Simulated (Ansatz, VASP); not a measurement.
One calculation of Al, two programs

```xyz
4
Lattice="6.0168 0.0000 0.0000 0.0000 6.0168 0.0000 0.0000 0.0000 2.4930" Properties=species:S:1:pos:R:3 pbc="T T T"
Al    1.2457    3.0084    0.0000
Al    4.7710    3.0084    0.0000
Al    3.0084    1.2457    0.0000
Al    3.0084    4.7710    0.0000
```

Alike in both runs: task relaxation of cell and atoms; functional PBE; k mesh 4 × 4 × 8; occupations gaussian, width 0.1 eV; no spin polarisation.

|  | VASP | Ansatz |
| --- | --- | --- |
| version | VASP 6.6.1 | Ansatz 0.2.0 |
| potentials or method | VASP PAW PBE potentials, release 64 (Al), cutoff 600 eV | scalar-relativistic, plane waves, PAW |
| valence electrons in the cell | 12 | 12 |

VASP gave:

```
gap on the k mesh at the Fermi level, each at its own relaxed structure (eV) : none
relaxed volume (Å³/atom)                                                     : 27.69
relaxed cell length with the largest relative difference (Å)                 : 6.361
```

Problem. Estimate Ansatz's values.

Solution. gap on the k mesh at the Fermi level, each at its own relaxed structure (eV): none; relaxed volume (Å³/atom): 27.71; relaxed cell length with the largest relative difference (Å): 6.364.

A gap of «none» marks a metal or a gap that the smearing closes.

Noted on VASP's run: the volume moved by over 15 % at a fixed basis, so the end points are rough.
